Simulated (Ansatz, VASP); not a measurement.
Two plane-wave programs on Be2Se3

```xyz
10
Lattice="3.7087 0.0000 0.0000 1.8531 3.2889 0.0000 0.2543 1.1506 17.1664" Properties=species:S:1:pos:R:3 pbc="T T T"
Be    4.2688    3.7804   11.0694
Be    3.3589    3.2262    2.4905
Be    1.6412    1.8997   14.6786
Be    2.3636    1.3031    6.0958
Se    4.2421    1.6294   10.4143
Se    3.3884    1.0765    1.8236
Se    3.5051    2.9635   15.3428
Se    4.2083    2.3682    6.7519
Se    3.0057    3.9778   12.8831
Se    4.6604    3.3976    4.2822
```

Change from the starting cell: the structure that the rattled cell fell into.

Alike in both runs: task relaxation of cell and atoms; functional PBE; k mesh 8 × 8 × 2; occupations gaussian, width 0.02 eV; no spin polarisation.

```csv
,VASP,Ansatz
version,VASP 6.6.1,Ansatz 0.2.0
potentials or method,"VASP PAW PBE potentials, release 64 (Be, Se), cutoff 600 eV","scalar-relativistic, plane waves, PAW"
valence electrons in the cell,44,104
```

VASP gave:

```
gap on the k mesh at the Fermi level, each at its own relaxed structure (eV) : 1.03
relaxed volume (Å³/atom)                                                     : 20.97
relaxed cell length with the largest relative difference (Å)                 : 17.224
```

Q: Which values does Ansatz return?

A: gap on the k mesh at the Fermi level, each at its own relaxed structure (eV): 1.01; relaxed volume (Å³/atom): 20.89; relaxed cell length with the largest relative difference (Å): 17.163.

VASP's potentials hold 44 valence electrons a cell and Ansatz's 104, so a difference there can come from the potentials and not from the codes.
